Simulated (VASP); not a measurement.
# AlNi3 (Pm-3m) in VASP: further runs

AlNi3 is run at these levels: PBE; tasks: single point.

Everything below comes from runs of VASP 6.6.1. Logs are shortened: lines on timing, memory, paths and dates and some standing lists are left out, and cuts for length are marked.

## 1. The cell of the first run

The structure is cubic, space group Pm-3m (No. 221). The conventional cell has a = 3.531 Å, b = 3.531 Å, c = 3.531 Å, α = 90.00°, β = 90.00°, γ = 90.00°. Within 3.3 Å of Al (site symmetry m-3m) lie 12 Ni at 2.50 Å. Ni (site symmetry 4/mmm) has 4 Al at 2.50 Å and 8 Ni at 2.50 Å within 3.3 Å.

## 2. Single point, PBE, collinear spin, ferromagnetic start (11.00 Å³/atom)

The input, INCAR:

```
ALGO     = Normal         # electronic algorithm
EDIFF    = 1E-6           # SCF threshold, eV
ENCUT    = 520            # plane-wave cutoff, eV
GGA      = PE             # functional
ISIF     = 2              # what is computed and relaxed
ISMEAR   = 0              # smearing method
ISPIN    = 2              # spin polarisation
LASPH    = T              # aspherical terms in the spheres
LCHARG   = F              # write CHGCAR
LMAXMIX  = 4              # l up to which the mixer works
LORBIT   = 11             # projections on sites
LREAL    = F              # projectors in reciprocal space
LWAVE    = F              # write WAVECAR
MAGMOM   = 0 -0.3 -0.3 -0.3 # initial moments
NBANDS   = 28             # bands
NELM     = 150            # most SCF steps
PREC     = Accurate       # precision mode
SIGMA    = 0.1            # smearing width, eV
```

The input, KPOINTS:

```
k-points
0
Gamma
  14 14 14
```

The input, POSCAR:

```
AlNi3
1.0
    3.5307273662      0.0000000000      0.0000000000
    0.0000000000      3.5307273662      0.0000000000
    0.0000000000      0.0000000000      3.5307273662
Al Ni
1 3
Direct
    0.0000000000      0.0000000000      0.0000000000
    0.0000000000      0.5000000000      0.5000000000
    0.5000000000      0.0000000000      0.5000000000
    0.5000000000      0.5000000000      0.0000000000
```

Potentials or basis: VASP PAW PBE potentials, release 64 (Al, Ni).

Command:

```sh
$ cat potpaw_PBE.64/Al/POTCAR potpaw_PBE.64/Ni/POTCAR > POTCAR
$ mpirun -np 1 vasp_std > vasp.out
```

OUTCAR:

```text
EDIFF = 1E-6
   ENCUT = 520
   GGA = PE
   ISIF = 2
   ISMEAR = 0
   ISPIN = 2
   LASPH = T
   LORBIT = 11
   LREAL = F
   NELM = 150
   PREC = Accurate

 ion  position               nearest neighbor table
   1  0.000  0.000  0.000-   2 2.50   3 2.50   4 2.50   2 2.50   3 2.50   2 2.50   4 2.50   2 2.50
                             3 2.50   4 2.50   3 2.50   4 2.50
   2  0.000  0.500  0.500-   1 2.50   3 2.50   4 2.50   1 2.50   4 2.50   1 2.50   3 2.50   1 2.50
                             3 2.50   4 2.50   4 2.50   3 2.50
   3  0.500  0.000  0.500-   1 2.50   2 2.50   4 2.50   1 2.50   4 2.50   2 2.50   4 2.50   4 2.50
                             1 2.50   2 2.50   1 2.50   2 2.50
   4  0.500  0.500  0.000-   1 2.50   2 2.50   3 2.50   2 2.50   3 2.50   1 2.50   3 2.50   3 2.50
                             1 2.50   2 2.50   2 2.50   1 2.50

  LATTYP: Found a simple cubic cell.
 ALAT       =     3.5307273662

  Lattice vectors:

 A1 = (   3.5307273662,   0.0000000000,   0.0000000000)
 A2 = (   0.0000000000,   3.5307273662,   0.0000000000)
 A3 = (   0.0000000000,   0.0000000000,   3.5307273662)

Analysis of symmetry for initial positions (statically):
=====================================================================
 Subroutine PRICEL returns:
 Original cell was already a primitive cell.

 Routine SETGRP: Setting up the symmetry group for a
 simple cubic supercell.

 Subroutine GETGRP returns: Found 48 space group operations
 (whereof 48 operations were pure point group operations)
 out of a pool of 48 trial point group operations.

The static configuration has the point symmetry O_h .

Analysis of symmetry for dynamics (positions and initial velocities):
=====================================================================
 Subroutine PRICEL returns:
 Original cell was already a primitive cell.

 Routine SETGRP: Setting up the symmetry group for a
 simple cubic supercell.

 Subroutine GETGRP returns: Found 48 space group operations
 (whereof 48 operations were pure point group operations)
 out of a pool of 48 trial point group operations.

The dynamic configuration has the point symmetry O_h .

Analysis of structural, dynamic, and magnetic symmetry:
=====================================================================
 Subroutine PRICEL returns:
 Original cell was already a primitive cell.

 Routine SETGRP: Setting up the symmetry group for a
 simple cubic supercell.

 Subroutine GETGRP returns: Found 48 space group operations
 (whereof 48 operations were pure point group operations)
 out of a pool of 48 trial point group operations.

The overall configuration has the point symmetry O_h .

 Subroutine INISYM returns: Found 48 space group operations
 (whereof 48 operations are pure point group operations),
 and found     1 'primitive' translations

----------------------------------------------------------------------------------------

                                     Primitive cell

  volume of cell :      44.0142

  direct lattice vectors                    reciprocal lattice vectors
     3.530727366  0.000000000  0.000000000     0.283227759  0.000000000  0.000000000
     0.000000000  3.530727366  0.000000000     0.000000000  0.283227759  0.000000000
     0.000000000  0.000000000  3.530727366     0.000000000  0.000000000  0.283227759

  length of vectors
     3.530727366  3.530727366  3.530727366     0.283227759  0.283227759  0.283227759

  position of ions in fractional coordinates (direct lattice)
     0.000000000  0.000000000  0.000000000
     0.000000000  0.500000000  0.500000000
     0.500000000  0.000000000  0.500000000
     0.500000000  0.500000000  0.000000000

  ion indices of the primitive-cell ions
   primitive index   ion index
                 1           1
                 2           2
                 3           3
                 4           4

----------------------------------------------------------------------------------------

 KPOINTS: k-points

Automatic generation of k-mesh.
 Grid dimensions read from file:
 generate k-points for:   14   14   14

 Generating k-lattice:

  Cartesian coordinates                     Fractional coordinates (reciprocal lattice)
     0.020230554  0.000000000  0.000000000     0.071428571  0.000000000  0.000000000
     0.000000000  0.020230554  0.000000000     0.000000000  0.071428571  0.000000000
     0.000000000  0.000000000  0.020230554     0.000000000  0.000000000  0.071428571

  Length of vectors
     0.020230554  0.020230554  0.020230554

  Shift w.r.t. Gamma in fractional coordinates (k-lattice)
     0.000000000  0.000000000  0.000000000

 Subroutine IBZKPT returns following result:
 ===========================================

 Found    120 irreducible k-points:

 Following reciprocal coordinates:
            Coordinates               Weight
  0.000000  0.000000  0.000000      1.000000
  0.071429  0.000000  0.000000      6.000000
  0.142857  0.000000  0.000000      6.000000
  0.214286  0.000000  0.000000      6.000000
  0.285714  0.000000  0.000000      6.000000
  0.357143  0.000000  0.000000      6.000000
[... 16 lines left out ...]
  0.285714  0.214286  0.000000     24.000000
  0.357143  0.214286  0.000000     24.000000
 [... further k-points ...]
   k-points           NKPTS =    120   k-points in BZ     NKDIM =    120   number of bands    NBANDS=     28
   number of dos      NEDOS =    301   number of ions     NIONS =      4
   total plane-waves  NPLWV =  21952
   dimension x,y,z NGX =    28 NGY =   28 NGZ =   28
   dimension x,y,z NGXF=    56 NGYF=   56 NGZF=   56
   ions per type =               1   3
   NGX,Y,Z   is equivalent  to a cutoff of  13.18, 13.18, 13.18 a.u.
   NGXF,Y,Z  is equivalent  to a cutoff of  26.37, 26.37, 26.37 a.u.
 SYSTEM =  unknown system
   PREC   = accura    normal or accurate (medium, high low for compatibility)
   ISTART =      0    job   : 0-new  1-cont  2-samecut
   ICHARG =      2    charge: 1-file 2-atom 10-const
   ISPIN  =      2    spin polarized calculation?
   LNONCOLLINEAR =      F non collinear calculations
   LSORBIT =      F    spin-orbit coupling
   LASPH  =      T    aspherical Exc in radial PAW
   ENCUT  =  520.0 eV  38.22 Ry    6.18 a.u.   6.56  6.56  6.56*2*pi/ulx,y,z
   NELM   =    150;   NELMIN=  2; NELMDL= -5     # of ELM steps
   EDIFF  = 0.1E-05   stopping-criterion for ELM
   LREAL  =      F    real-space projection
   EDIFFG = 0.1E-04   stopping-criterion for IOM
   NSW    =      0    number of steps for IOM
   IBRION =     -1    ionic relax: 0-MD 1-quasi-New 2-CG
   NFREE  =      0    steps in history (QN), initial steepest desc. (CG)
   ISIF   =      2    stress and relaxation
   ISYM   =      2    0-nonsym 1-usesym 2-fastsym
   POTIM  = 0.5000    time-step for ionic-motion
   TEBEG  =    0.0;   TEEND  =   0.0 temperature during run
   PSTRESS=    0.0 pullay stress
   NELECT =      33.0000    total number of electrons
   NUPDOWN=      -1.0000    fix difference up-down
   EMIN   =  10.00;   EMAX   =-10.00  energy-range for DOS
   EFERMI =   0.00;   METHOD = LEGACY
   ISMEAR =     0;   SIGMA  =   0.10  broadening in eV -4-tet -1-fermi 0-gaus
   EFERMI_NEDOS =   21; number of points for ismear=-14 and -15
   IALGO  =     38    algorithm
   IMIX   =      4    mixing-type and parameters
     AMIX     =   0.40;   BMIX     =  1.00
     AMIX_MAG =   1.60;   BMIX_MAG =  1.00
  volume/ion in A,a.u.               =      11.00        74.26
  Fermi-wavevector in a.u.,A,eV,Ry     =   1.487243  2.810482 30.094618  2.211892
  Thomas-Fermi vector in A             =   2.600428
   LORBIT       =     11    0 simple, 1 ext, 2 COOP (PROOUT), +10 PAW based schemes
   GGA     = PE    functional components
   LHFCALC =     F    Hartree Fock is set to
   AEXX    =    0.0000 exact exchange contribution
   IVDW    =     0    specifies the selected vdW correction
   LEPSILON=     F    determine dielectric tensor
   LRPA    =     F    only Hartree local field effects (RPA)
 spin polarized calculation
 Gauss-broadening in eV      SIGMA  =   0.10
  energy-cutoff  :      520.00
  volume of cell :       44.01
 maximum number of plane-waves:      1213
 NGX is ok and might be reduce to    28
   NGX = 13   NGY = 13   NGZ = 13

 number of electron      32.9999982 magnetization      -0.6971822

 Free energy of the ion-electron system (eV)
  ---------------------------------------------------
  ext. energy  EPLUGINS =         0.00000000
  ---------------------------------------------------
  free energy    TOTEN  =       -21.88097757 eV

  energy without entropy =      -21.86439158  energy(sigma->0) =      -21.87268458

 E-fermi :   9.8455     XC(G=0): -12.8187

 val. band max:        9.8444340527   @ k =   0.5000   0.2857   0.2143
 cond. band min:       9.8510685229   @ k =   0.0714   0.0714   0.0000
 fundamental gap:      0.0066344702
 Fermi energy:         9.8454724042

 spin component 1

 k-point     1 :       0.0000    0.0000    0.0000
  band No.  band energies     occupation
      1      -0.3096      1.00000
      2       5.4797      1.00000
      3       6.2326      1.00000
      4       6.2326      1.00000
      5       6.7259      1.00000
      6       6.7259      1.00000
[... 20 lines left out ...]
     27      24.0113      0.00000
     28      24.0113      0.00000

 k-point     2 :       0.0714    0.0000    0.0000
  band No.  band energies     occupation
      1      -0.2461      1.00000
      2       5.5002      1.00000
      3       6.1900      1.00000
      4       6.2740      1.00000
      5       6.7341      1.00000
      6       6.7341      1.00000
[... 674 lines left out ...]
 k-point    24 :       0.3571    0.2143    0.0000
  band No.  band energies     occupation
      1       1.7324      1.00000
      2       4.6656      1.00000
      3       6.1355      1.00000
      4       6.6013      1.00000
      5       6.7984      1.00000
      6       7.1377      1.00000
[... 20 lines left out ...]
     27      23.9813      0.00000
     28      24.7128      0.00000

 [... further k-points ...]

 spin component 2

 k-point     1 :       0.0000    0.0000    0.0000
  band No.  band energies     occupation
      1      -0.2809      1.00000
      2       5.4036      1.00000
      3       6.0848      1.00000
      4       6.0848      1.00000
      5       6.4454      1.00000
      6       6.4454      1.00000
[... 20 lines left out ...]
     27      24.0120      0.00000
     28      24.0120      0.00000

 k-point     2 :       0.0714    0.0000    0.0000
  band No.  band energies     occupation
      1      -0.2174      1.00000
      2       5.4247      1.00000
      3       6.0480      1.00000
      4       6.1252      1.00000
      5       6.4562      1.00000
      6       6.4562      1.00000
[... 674 lines left out ...]
 k-point    24 :       0.3571    0.2143    0.0000
  band No.  band energies     occupation
      1       1.7598      1.00000
      2       4.6530      1.00000
      3       6.0437      1.00000
      4       6.4860      1.00000
      5       6.5937      1.00000
      6       6.9117      1.00000
[... 20 lines left out ...]
     27      23.9636      0.00000
     28      24.7037      0.00000

 [... further k-points ...]
[... 5 lines left out ...]
  --------------------------------------------------------------------------------------
  -------------------------------------------------------------------------------------
  Total        1.6348810      1.6348810      1.6348810      0.0000000     -0.0000000      0.0000000
  in kB       59.5119481     59.5119481     59.5119481      0.0000000     -0.0000000      0.0000000
  external PRESSURE =      59.5119481 kB  Pullay stress =       0.0000000 kB

 VOLUME and BASIS-vectors are now :
 -----------------------------------------------------------------------------
  energy-cutoff  :      520.00
  volume of cell :       44.01
      direct lattice vectors                 reciprocal lattice vectors
     3.530727366  0.000000000  0.000000000     0.283227759  0.000000000  0.000000000
     0.000000000  3.530727366  0.000000000     0.000000000  0.283227759  0.000000000
     0.000000000  0.000000000  3.530727366     0.000000000  0.000000000  0.283227759

 POSITION                                       TOTAL-FORCE (eV/Angst)
 -----------------------------------------------------------------------------------
      0.00000      0.00000      0.00000         0.000000      0.000000      0.000000
      0.00000      1.76536      1.76536         0.000000      0.000000      0.000000
      1.76536      0.00000      1.76536         0.000000      0.000000      0.000000
      1.76536      1.76536      0.00000         0.000000      0.000000      0.000000
 -----------------------------------------------------------------------------------
    total drift:                                0.000000      0.000000      0.000000

  FREE ENERGIE OF THE ION-ELECTRON SYSTEM (eV)
  ---------------------------------------------------
  free  energy   TOTEN  =       -21.8809775732 eV

  energy  without entropy=      -21.8643915822  energy(sigma->0) =      -21.87268458

 total charge

# of ion       s       p       d       tot
------------------------------------------
    1        0.411   0.403   0.000   0.814
    2        0.504   0.539   8.392   9.436
    3        0.504   0.539   8.392   9.436
    4        0.504   0.539   8.392   9.436
--------------------------------------------------
tot          1.923   2.021  25.176  29.121

 magnetization (x)

# of ion       s       p       d       tot
------------------------------------------
    1        0.001   0.008   0.000   0.008
    2        0.003   0.010  -0.261  -0.248
    3        0.003   0.010  -0.261  -0.248
    4        0.003   0.010  -0.261  -0.248
--------------------------------------------------
tot          0.010   0.037  -0.783  -0.736
```

It took 2.2 min on 1 thread of Intel Xeon 6975P-C (Granite Rapids), shared host; peak memory 0.32 GiB.

What came out:

```
Free energy                                           : -21.8810 eV
Pressure                                              : 6.0 GPa
Net moment                                            : -0.70 μB per cell
Site moments                                          : Al +0.01; Ni -0.25 μB
Valence electrons inside the program's atomic spheres : Al 0.81; Ni 9.44
```

Caveat: the cell stands under pressure.

[end of part 1 of 2]
